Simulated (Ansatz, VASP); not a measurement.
**TiS2 in VASP and in Ansatz**

Contents of POSCAR:

```
TiS2
1.0
    3.5811316171      0.0000000000      0.0000000000
   -1.7905658085      3.1013509547      0.0000000000
    0.0000000000      0.0000000000      5.5949879006
Ti S
1 2
Direct
    0.0000000000      0.0000000000      0.0000000000
    0.3333333333      0.6666666667      0.2386109184
    0.6666666667      0.3333333333      0.7613890816
```

File INCAR.step1:

```
PREC     = Accurate       # precision mode
ENCUT    = 400            # plane-wave cutoff, eV
EDIFF    = 1E-5           # SCF threshold, eV
ISMEAR   = -1             # smearing method
SIGMA    = 0.02           # smearing width, eV
LREAL    = F              # projectors in reciprocal space
LASPH    = T              # aspherical terms in the spheres
NELM     = 120            # most SCF steps
ALGO     = Normal         # electronic algorithm
ISIF     = 2              # what is computed and relaxed
LWAVE    = T              # write WAVECAR
LCHARG   = F              # write CHGCAR
NBANDS   = 19             # bands
GGA      = PE             # functional
GGA_COMPAT= F
```

The input INCAR.step2:

```
PREC     = Accurate       # precision mode
ENCUT    = 400            # plane-wave cutoff, eV
EDIFF    = 1E-6           # SCF threshold, eV
ISMEAR   = -1             # smearing method
SIGMA    = 0.02           # smearing width, eV
LREAL    = F              # projectors in reciprocal space
LASPH    = T              # aspherical terms in the spheres
NELM     = 120            # most SCF steps
ALGO     = Normal         # electronic algorithm
ISIF     = 2              # what is computed and relaxed
LWAVE    = F              # write WAVECAR
LCHARG   = F              # write CHGCAR
GGA      = PE             # functional
LHFCALC  = T              # exact exchange
HFSCREEN = 0.2079         # screening, 1/A
PRECFOCK = Normal       
NBANDS   = 19             # bands
ISTART   = 1            
GGA_COMPAT= F
```

KPOINTS

```
Automatic mesh
0
Gamma
  6 6 4
```

Input for Ansatz:

```yaml
crystal:
  lattice:
    - [3.5811316171, 0.0, 0.0]
    - [-1.7905658085, 3.1013509547, 0.0]
    - [0.0, 0.0, 5.5949879006]
  atoms:
    - { symbol: Ti, position: [0.0, 0.0, 0.0] }
    - { symbol: S, position: [0.3333333333, 0.6666666667, 0.2386109184] }
    - { symbol: S, position: [0.6666666667, 0.3333333333, 0.7613890816] }
kpoints:
  mp_grid: { grid: [6, 6, 4] }
  band_path:
    path:
      - [0.0, 0.0, 0.0]
      - [0.5, 0.0, 0.0]
      - [0.3333333333, 0.3333333333, 0.0]
      - [0.0, 0.0, 0.5]
      - [0.5, 0.0, 0.5]
      - [0.3333333333, 0.3333333333, 0.5]
    npoints: 1
hamiltonian:
  xc: hse06
scf:
  occupations: { method: fermi_dirac, width: 0.02 }
  n_extra_bands: 4
output:
  forces: true
  stress: true
  eigenvalues: true
```

Change from the starting cell: epitaxial_xy strain +5.0%.

Alike in both runs: task single point; functional HSE06; k mesh 6 × 6 × 4; occupations fermi-dirac, width 0.02 eV; no spin polarisation.

|  | VASP | Ansatz |
| --- | --- | --- |
| version | VASP 6.6.1 | Ansatz 0.2.0 |
| potentials or method | VASP PAW PBE potentials, release 64 (Ti_sv, S) | plane waves, PAW |
| plane-wave cutoff (eV) | 400 | 420 |
| valence electrons in the cell | 24 | 24 |

Ansatz gave:

```
gap on the k mesh at the Fermi level (eV)                     : 0.80
pressure (GPa)                                                : -5.1
traceless stress, the component that is largest in VASP (GPa) : 5.56
rms of the force components (eV/Å)                            : 0.102
```

Problem. Which values does VASP return?

Solution. gap on the k mesh at the Fermi level (eV): 0.79; pressure (GPa): -5.4; traceless stress, the component that is largest in VASP (GPa): 5.61; rms of the force components (eV/Å): 0.099.

Atom by atom the forces differ by 0.003 eV/Å (rms over components). Ansatz's warnings: stress exchange threshold loose, stress scf threshold loose.
